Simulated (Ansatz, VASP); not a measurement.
**Two plane-wave programs on Mg**

INCAR

```
PREC     = Accurate       # precision mode
ENCUT    = 520            # plane-wave cutoff, eV
EDIFF    = 1E-6           # SCF threshold, eV
ISMEAR   = 0              # smearing method
SIGMA    = 0.15           # smearing width, eV
LREAL    = False          # projectors in reciprocal space
LASPH    = True           # aspherical terms in the spheres
NELM     = 80             # most SCF steps
ALGO     = Normal         # electronic algorithm
ISIF     = 2              # what is computed and relaxed
LWAVE    = False          # write WAVECAR
LCHARG   = False          # write CHGCAR
GGA      = PE             # functional
NBANDS   = 7              # bands
```

The input KPOINTS:

```
Automatic mesh
0
Gamma
  18 18 18
```

POSCAR

```
Mg
1.0
   -1.9212000000      1.9212000000      1.8412500000
    1.9212000000     -1.9212000000      1.8412500000
    1.9212000000      1.9212000000     -1.8412500000
Mg
1
Direct
    0.0000000000      0.0000000000      0.0000000000
```

Input for Ansatz:

```yaml
crystal:
  lattice:
    - [-1.9212, 1.9212, 1.84125]
    - [1.9212, -1.9212, 1.84125]
    - [1.9212, 1.9212, -1.84125]
  atoms:
    - { symbol: Mg, position: [0.0, 0.0, 0.0] }
basis:
  ecutwfc: 520.0
kpoints:
  mp_grid: { grid: [18, 18, 18] }
hamiltonian:
  xc: pbe
  pseudopotentials: { kind: paw }
scf:
  occupations: { method: gaussian, width: 0.15 }
output:
  forces: true
  stress: true
  eigenvalues: true
```

Alike in both runs: task single point; functional PBE; k mesh 18 × 18 × 18; occupations gaussian, width 0.15 eV; no spin polarisation.

|  | VASP | Ansatz |
| --- | --- | --- |
| version | VASP 6.6.1 | Ansatz 0.2.0 |
| potentials or method | VASP PAW PBE potentials, release 64 (Mg), cutoff 520 eV | scalar-relativistic, plane waves, PAW |
| valence electrons in the cell | 2 | 10 |

Ansatz gave:

```
gap on the k mesh at the Fermi level (eV) : none
pressure (GPa)                            : -4.2
```

**Question.** Which values does VASP return?

**Answer.** gap on the k mesh at the Fermi level (eV): none; pressure (GPa): -4.3.

A gap of «none» marks a metal or a gap that the smearing closes. VASP's potentials hold 2 valence electrons a cell and Ansatz's 10, so a difference there can come from the potentials and not from the codes.
